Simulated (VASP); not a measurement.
A run of VASP 6.6.1 is set up as follows.

INCAR

```
  PREC = Accurate
  ENCUT = 520
  EDIFF = 1E-7
  ISMEAR = 0
  SIGMA = 0.1
  LREAL = False
  LASPH = True
  NELM = 80
  ALGO = Normal
  ISIF = 2
  LWAVE = False
  LCHARG = True
  GGA = CA
  LELF = True
  LVHAR = True
  NBANDS = 25
```

KPOINTS

```
regular mesh
0
Gamma
  8 8 8
```

The input POSCAR:

```
TeAs2
1.0
   -3.5564540000      3.5564540000      2.9405160000
    3.5564540000     -3.5564540000      2.9405160000
    3.5564540000      3.5564540000     -2.9405160000
Te As
2 4
Direct
    0.7500000000      0.2500000000      0.5000000000
    0.0000000000      0.0000000000      0.0000000000
    0.3750000000      0.6250000000      0.2500000000
    0.3750000000      0.1250000000      0.7500000000
    0.3750000000      0.6250000000      0.7500000000
    0.8750000000      0.6250000000      0.2500000000
```

Potentials or basis: VASP PAW LDA potentials, release 64 (Te, As).

Run with:

```sh
$ cat potpaw_LDA.64/Te/POTCAR potpaw_LDA.64/As/POTCAR > POTCAR
$ mpirun -np 1 vasp_std > vasp.out
```

(1) Predict the pressure.

(2) Predict the band gap on the k mesh.

## Answers

(1) -4.9 GPa.

(2) zero (bands 16 and 17 overlap by 0.53 eV).

Caveat: the cell stands under tension; spin-orbit coupling is left out, which moves the levels of the heavy elements.
